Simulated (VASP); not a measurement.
Here is a VASP 6.6.1 calculation.

File INCAR:

```
PREC = Accurate
ENCUT = 700
EDIFF = 1E-6
ISMEAR = 0
SIGMA = 0.05
LREAL = False
LASPH = True
NELM = 120
ALGO = Normal
ISIF = 2
LWAVE = False
LCHARG = False
NBANDS = 26
GGA_COMPAT = False
```

KPOINTS

```
regular mesh
0
Gamma
  10 10 6
```

File POSCAR:

```
Cu
1.0
    2.5340966698      0.0000000000      0.0000000000
   -1.2670483349      2.1945920917      0.0000000000
    0.0000000000      0.0000000000      4.1125710000
Cu
2
Direct
    0.6666666667      0.3333333333      0.7500000000
    0.3333333333      0.6666666667      0.2500000000
```

Potentials or basis: VASP PAW LDA potentials, release 64 (Cu_sv_GW).

Command:

```bash
$ cat potpaw_LDA.64/Cu_sv_GW/POTCAR > POTCAR
$ mpirun -np 1 vasp_std > vasp.out
```

Predict the band gap on the k mesh.

zero (band 19 reaches 10.69 eV, above the bottom of band 20 at 5.60 eV).

Predict the pressure.

-11.8 GPa.

Stress tensor (GPa, compression positive):
```
-11.69   0.00   0.00
  0.00 -11.69   0.00
  0.00   0.00 -11.93
```
